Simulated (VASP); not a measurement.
Input of a VASP 6.6.1 run:

The input INCAR:

```
PREC = Accurate
ENCUT = 520
EDIFF = 1E-6
ISMEAR = -1
SIGMA = 0.1
LREAL = F
LASPH = T
NELM = 60
ALGO = Normal
ISIF = 2
LWAVE = F
LCHARG = F
GGA = RP
NBANDS = 19
```

KPOINTS

```
regular mesh
0
Gamma
  15 15 15
```

POSCAR

```
Ti
1.0
    0.0000000000      2.9115759376      2.9115759376
    2.9115759376      0.0000000000      2.9115759376
    2.9115759376      2.9115759376      0.0000000000
Ti
2
Direct
    0.1250000000      0.1250000000      0.1250000000
    0.8750000000      0.8750000000      0.8750000000
```

Potentials or basis: VASP PAW PBE potentials, release 64 (Ti_sv).

Run with:

```console
$ cat potpaw_PBE.64/Ti_sv/POTCAR > POTCAR
$ mpirun -np 1 vasp_std > vasp.out
```

Task: Estimate the band gap on the k mesh.

Result: Zero (band 12 reaches 4.93 eV, above the bottom of band 13 at 4.73 eV).

Task: Estimate the pressure.

Result: 0.1 GPa.

Caveat: the PAW data sets were made with another functional, which shifts forces and pressure a little.
